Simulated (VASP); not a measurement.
LaBi: single point with LDA

The system is LaBi.

```
CELL_PARAMETERS angstrom
0.00000 3.18480 3.18480
3.18480 0.00000 3.18480
3.18480 3.18480 0.00000
ATOMIC_POSITIONS crystal
La 0.00000 0.00000 0.00000
Bi 0.50000 0.50000 0.50000
```

```
Program                : VASP 6.6.1
Task                   : single point
Functional             : LDA
Potentials or basis    : VASP PAW LDA potentials, release 64 (La, Bi_d)
Cutoff                 : 520 eV
k mesh                 : 9 × 9 × 9
Occupations            : fermi-dirac, width 0.1 eV
Spin                   : no spin polarisation
Dipole correction      : no
Further INCAR settings : ALGO = Normal; EDIFF = 1e-07; NBANDS = 20
```

The pressure is 4.0 GPa. The band gap on the k mesh is zero (band 13 reaches 7.93 eV, above the bottom of band 14 at 7.44 eV).

Levels at points of the mesh, in eV from the Fermi level:
| k point | band 9 | band 10 | band 11 | band 12 | band 13 | band 14 | band 15 | band 16 | band 17 | band 18 |
| --- | --- | --- | --- | --- | --- | --- | --- | --- | --- | --- |
| (0.00, 0.00, 0.00) | -16.01 | -10.74 | 0.28 | 0.28 | 0.28 | 1.21 | 1.21 | 1.21 | 1.85 | 2.21 |

Wall time 32 s on 1 thread of AMD EPYC 9R45 96-Core Processor (Zen 5), on a shared host, peak memory 0.18 GiB.

Caveat: spin-orbit coupling is left out, which moves the levels of the heavy elements.
